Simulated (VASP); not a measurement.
# Sb (Fm-3m) in VASP: notebook, part 2 of 2

VASP 6.6.1. The steps go on from the part before.

**3. Single point, PBE0**

This run uses another cell than the first one, of 26.57 Å³/atom.

Input file POSCAR:

```
Sb
1.0
    0.0000000000      2.3684417777      2.3684417777
    2.3684417777      0.0000000000      2.3684417777
    2.3684417777      2.3684417777      0.0000000000
Sb
1
Direct
    0.0000000000      0.0000000000      0.0000000000
```

Input file INCAR.step1:

```
SYSTEM = Sb
  PREC = Accurate
  ENCUT = 400
  EDIFF = 1E-5
  ISMEAR = -1
  SIGMA = 0.05
  LREAL = .False.
  LASPH = .True.
  NELM = 120
  ALGO = Normal
  ISIF = 2
  LWAVE = .True.
  GGA = PE
  NBANDS = 14
  GGA_COMPAT = .False.
```

Input file INCAR.step2:

```
SYSTEM = Sb
  PREC = Accurate
  ENCUT = 400
  EDIFF = 1E-6
  ISMEAR = -1
  SIGMA = 0.05
  LREAL = .False.
  LASPH = .True.
  NELM = 120
  ALGO = Normal
  ISIF = 2
  LWAVE = .False.
  LCHARG = .True.
  GGA = PE
  LHFCALC = .True.
  AEXX = 0.25
  PRECFOCK = Normal
  LELF = .True.
  LVHAR = .True.
  ISTART = 1
  NBANDS = 14
  GGA_COMPAT = .False.
```

Input file KPOINTS:

```
Automatic mesh
0
Gamma
  5 5 5
  0 0 0
```

Potentials or basis: VASP PAW PBE potentials, release 64 (Sb_d_GW).

The run is started by

```bash
$ cat potpaw_PBE.64/Sb_d_GW/POTCAR > POTCAR
$ cp INCAR.step1 INCAR
$ mpirun -np 1 vasp_std > vasp.out
$ cp INCAR.step2 INCAR
$ mpirun -np 1 vasp_std > vasp.out
```

OUTCAR:

```text
SYSTEM = Sb
   PREC = Accurate
   ENCUT = 400
   EDIFF = 1E-6
   ISMEAR = -1
   LREAL = .False.
   LASPH = .True.
   NELM = 120
   ISIF = 2
   GGA = PE
   LHFCALC = .True.
   AEXX = 0.25
   PRECFOCK = Normal
   ISTART = 1

 ion  position               nearest neighbor table
   1  0.000  0.000  0.000-

  LATTYP: Found a face centered cubic cell.
 ALAT       =     4.7368835554

  Lattice vectors:

 A1 = (   0.0000000000,   2.3684417777,   2.3684417777)
 A2 = (   2.3684417777,   0.0000000000,   2.3684417777)
 A3 = (   2.3684417777,   2.3684417777,   0.0000000000)

Analysis of symmetry for initial positions (statically):
=====================================================================
 Subroutine PRICEL returns:
 Original cell was already a primitive cell.

 Routine SETGRP: Setting up the symmetry group for a
 face centered cubic supercell.

 Subroutine GETGRP returns: Found 48 space group operations
 (whereof 48 operations were pure point group operations)
 out of a pool of 48 trial point group operations.

The static configuration has the point symmetry O_h .

Analysis of symmetry for dynamics (positions and initial velocities):
=====================================================================
 Subroutine PRICEL returns:
 Original cell was already a primitive cell.

 Routine SETGRP: Setting up the symmetry group for a
 face centered cubic supercell.

 Subroutine GETGRP returns: Found 48 space group operations
 (whereof 48 operations were pure point group operations)
 out of a pool of 48 trial point group operations.

The dynamic configuration has the point symmetry O_h .

 Subroutine INISYM returns: Found 48 space group operations
 (whereof 48 operations are pure point group operations),
 and found     1 'primitive' translations

----------------------------------------------------------------------------------------

                                     Primitive cell

  volume of cell :      26.5716

  direct lattice vectors                    reciprocal lattice vectors
     0.000000000  2.368441778  2.368441778    -0.211109264  0.211109264  0.211109264
     2.368441778  0.000000000  2.368441778     0.211109264 -0.211109264  0.211109264
     2.368441778  2.368441778  0.000000000     0.211109264  0.211109264 -0.211109264

  length of vectors
     3.349482484  3.349482484  3.349482484     0.365651971  0.365651971  0.365651971

  position of ions in fractional coordinates (direct lattice)
     0.000000000  0.000000000  0.000000000

  ion indices of the primitive-cell ions
   primitive index   ion index
                 1           1

----------------------------------------------------------------------------------------

 KPOINTS: Automatic mesh

Automatic generation of k-mesh.
 Grid dimensions read from file:
 generate k-points for:    5    5    5

 Generating k-lattice:

  Cartesian coordinates                     Fractional coordinates (reciprocal lattice)
    -0.042221853  0.042221853  0.042221853     0.200000000  0.000000000  0.000000000
[... 28 lines left out ...]
   total plane-waves  NPLWV =  13824
   dimension x,y,z NGX =    24 NGY =   24 NGZ =   24
   dimension x,y,z NGXF=    48 NGYF=   48 NGZF=   48
   ions per type =               1
   NGX,Y,Z   is equivalent  to a cutoff of  11.91, 11.91, 11.91 a.u.
   NGXF,Y,Z  is equivalent  to a cutoff of  23.82, 23.82, 23.82 a.u.
 SYSTEM =  Sb
   PREC   = accura    normal or accurate (medium, high low for compatibility)
   ISTART =      1    job   : 0-new  1-cont  2-samecut
   ICHARG =      0    charge: 1-file 2-atom 10-const
   ISPIN  =      1    spin polarized calculation?
   LNONCOLLINEAR =      F non collinear calculations
   LSORBIT =      F    spin-orbit coupling
   LASPH  =      T    aspherical Exc in radial PAW
   ENCUT  =  400.0 eV  29.40 Ry    5.42 a.u.   5.46  5.46  5.46*2*pi/ulx,y,z
   NELM   =    120;   NELMIN=  2; NELMDL=  0     # of ELM steps
   EDIFF  = 0.1E-05   stopping-criterion for ELM
   LREAL  =      F    real-space projection
   EDIFFG = 0.1E-04   stopping-criterion for IOM
   NSW    =      0    number of steps for IOM
   IBRION =     -1    ionic relax: 0-MD 1-quasi-New 2-CG
   NFREE  =      0    steps in history (QN), initial steepest desc. (CG)
   ISIF   =      2    stress and relaxation
   ISYM   =      3    0-nonsym 1-usesym 2-fastsym
   POTIM  = 0.5000    time-step for ionic-motion
   TEBEG  =    0.0;   TEEND  =   0.0 temperature during run
   PSTRESS=    0.0 pullay stress
   NELECT =      15.0000    total number of electrons
   NUPDOWN=      -1.0000    fix difference up-down
   EMIN   =  10.00;   EMAX   =-10.00  energy-range for DOS
   EFERMI =   0.00;   METHOD = LEGACY
   ISMEAR =    -1;   SIGMA  =   0.05  broadening in eV -4-tet -1-fermi 0-gaus
   EFERMI_NEDOS =   21; number of points for ismear=-14 and -15
   IALGO  =     38    algorithm
   IMIX   =      1    mixing-type and parameters
     AMIX     =   0.40;   BMIX     =  1.00
     AMIX_MAG =   1.60;   BMIX_MAG =  1.00
  volume/ion in A,a.u.               =      26.57       179.31
  Fermi-wavevector in a.u.,A,eV,Ry     =   1.353004  2.556808 24.907109  1.830621
  Thomas-Fermi vector in A             =   2.480296
   LORBIT       =      0    0 simple, 1 ext, 2 COOP (PROOUT), +10 PAW based schemes
   GGA     = PE    functional components
   LHFCALC =     T    Hartree Fock is set to
   PRECFOCK=normal    Normal, Fast or Accurate (Low or Medium for compatibility)
   ENCUT4O =  -1.0   cutoff for four orbital integrals eV
   NKREDX  =     1    reduce k-point grid by
   NKREDY  =     1    reduce k-point grid by
   NKREDZ  =     1    reduce k-point grid by
   AEXX    =    0.2500 exact exchange contribution
   HFSCREEN=    0.0000 screening length (either q_TF or 0.3 A-1)
   HFSCREENC=   0.0000 screening length for correlation (either q_TF or 0.3 A-1)
   ENCUTFOCK=  -1.0 apply spherical cutoff to Coloumb kernel
   IVDW    =     0    specifies the selected vdW correction
   LEPSILON=     F    determine dielectric tensor
   LRPA    =     F    only Hartree local field effects (RPA)
 non-spin polarized calculation
  energy-cutoff  :      400.00
  volume of cell :       26.57
 maximum number of plane-waves:       531
 NGX is ok and might be reduce to    24
  NGX = 18; NGY = 18; NGZ = 18

 number of electron      15.0000003 magnetization

 Free energy of the ion-electron system (eV)
  ---------------------------------------------------
  ext. energy  EPLUGINS =         0.00000000
  ---------------------------------------------------
  free energy    TOTEN  =        -5.01308027 eV

  energy without entropy =       -5.00174704  energy(sigma->0) =       -5.00741366

 E-fermi :   6.0728     XC(G=0):  -8.4573

 val. band max:        6.0230528993   @ k =  -0.4000   0.4000   0.2000
 cond. band min:       6.7997918535   @ k =  -0.2000   0.2000   0.0000
 fundamental gap:      0.7767389541
 Fermi energy:         6.0727951851

 k-point     1 :       0.0000    0.0000    0.0000
  band No.  band energies     occupation
      1     -25.9004      2.00000
      2     -25.9004      2.00000
      3     -25.9004      2.00000
      4     -25.8560      2.00000
      5     -25.8560      2.00000
      6      -8.5756      2.00000
      7      12.9722      0.00000
      8      12.9722      0.00000
      9      12.9722      0.00000
     10      17.7659      0.00000
     11      18.1691      0.00000
     12      18.1691      0.00000
     13      18.1691      0.00000
     14      19.7941      0.00000
[... 139 lines left out ...]
      1     -25.8949      2.00000
      2     -25.8889      2.00000
      3     -25.8568      2.00000
      4     -25.8300      2.00000
      5     -25.8127      2.00000
      6      -3.1253      2.00000
      7       2.2332      2.00000
      8       3.6285      2.00000
      9       6.0231      1.46009
     10      16.1330      0.00000
     11      17.1648      0.00000
     12      19.0924      0.00000
     13      23.5648      0.00000
     14      26.6963      0.00000

------------------------ aborting loop because EDIFF is reached ----------------------------------------

  FORCE on cell =-STRESS in cart. coord.  units (eV):
  Direction    XX          YY          ZZ          XY          YZ          ZX
  --------------------------------------------------------------------------------------
  -------------------------------------------------------------------------------------
  Total       -0.1088771     -0.1088771     -0.1088771      0.0000000      0.0000000      0.0000000
  in kB       -6.5649148     -6.5649148     -6.5649148      0.0000000      0.0000000      0.0000000
  external PRESSURE =      -6.5649148 kB  Pullay stress =       0.0000000 kB

 VOLUME and BASIS-vectors are now :
 -----------------------------------------------------------------------------
  energy-cutoff  :      400.00
  volume of cell :       26.57
      direct lattice vectors                 reciprocal lattice vectors
     0.000000000  2.368441778  2.368441778    -0.211109264  0.211109264  0.211109264
     2.368441778  0.000000000  2.368441778     0.211109264 -0.211109264  0.211109264
     2.368441778  2.368441778  0.000000000     0.211109264  0.211109264 -0.211109264

 POSITION                                       TOTAL-FORCE (eV/Angst)
 -----------------------------------------------------------------------------------
      0.00000      0.00000      0.00000         0.000000      0.000000      0.000000
 -----------------------------------------------------------------------------------
    total drift:                               -0.000000     -0.000000     -0.000000

  FREE ENERGIE OF THE ION-ELECTRON SYSTEM (eV)
  ---------------------------------------------------
  free  energy   TOTEN  =        -5.0130802745 eV

  energy  without entropy=       -5.0017470409  energy(sigma->0) =       -5.00741366
```

It took 4.7 min on 1 thread of AMD EPYC 7R13 (Zen 3), shared host; peak memory 0.12 GiB.

Results:

```yaml
Free_energy: -5.0131 eV
Pressure: -0.7 GPa
Band_gap_on_the_k_mesh: zero (an odd number of electrons rules out a gap without spin polarisation)
```

Levels at points of the mesh, in eV from the Fermi level:
| k point | band 5 | band 6 | band 7 | band 8 | band 9 | band 10 |
| --- | --- | --- | --- | --- | --- | --- |
| (0.00, 0.00, 0.00) | -31.93 | -14.65 | 6.90 | 6.90 | 6.90 | 11.69 |

Caveat: the k points lie up to 0.46 Å⁻¹ apart, too coarse for converged energies and pressures of a metal; the PAW data sets were made with another functional, which shifts forces and pressure a little; spin-orbit coupling is left out, which moves the levels of the heavy elements.

The gap in the log of VASP goes by the Fermi energy; the results here count the filled bands.